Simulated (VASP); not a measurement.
A run of VASP 6.6.1 is set up as follows.

The input INCAR:

```
SYSTEM = P
PREC     = Accurate       ! precision mode
ENCUT    = 520            ! plane-wave cutoff, eV
EDIFF    = 1E-6           ! SCF threshold, eV
ISMEAR   = -1             ! smearing method
SIGMA    = 0.1            ! smearing width, eV
LREAL    = .FALSE.        ! projectors in reciprocal space
LASPH    = .TRUE.         ! aspherical terms in the spheres
NELM     = 60             ! most SCF steps
ALGO     = Normal         ! electronic algorithm
ISIF     = 2              ! what is computed and relaxed
LWAVE    = .FALSE.        ! write WAVECAR
LCHARG   = .TRUE.         ! write CHGCAR
LELF     = .TRUE.         ! ELF
LVHAR    = .TRUE.       
NBANDS   = 18             ! bands
```

Contents of KPOINTS:

```
regular mesh
0
G
  18 18 5
  0 0 0
```

POSCAR

```
P
1.0
    2.6979995693      0.0000000000      0.0000000000
   -1.3489997846      2.3365361664      0.0000000000
    0.0000000000      0.0000000000      9.9539474796
P
4
Direct
    0.0000000000      1.0000000000      1.0000000000
    0.0000000000      1.0000000000      0.5000000000
    0.3333333333      0.6666666667      0.2500000000
    0.6666666667      0.3333333333      0.7500000000
```

Potentials or basis: VASP PAW LDA potentials, release 64 (P).

Command:

```bash
$ cat potpaw_LDA.64/P/POTCAR > POTCAR
$ mpirun -np 1 vasp_std > vasp.out
```

(1) Predict the band gap on the k mesh.

(2) Predict the pressure.

Answers

(1) zero (bands 10 and 11 overlap by 9.31 eV).

(2) -9.5 GPa.

Caveat: the cell stands under tension.
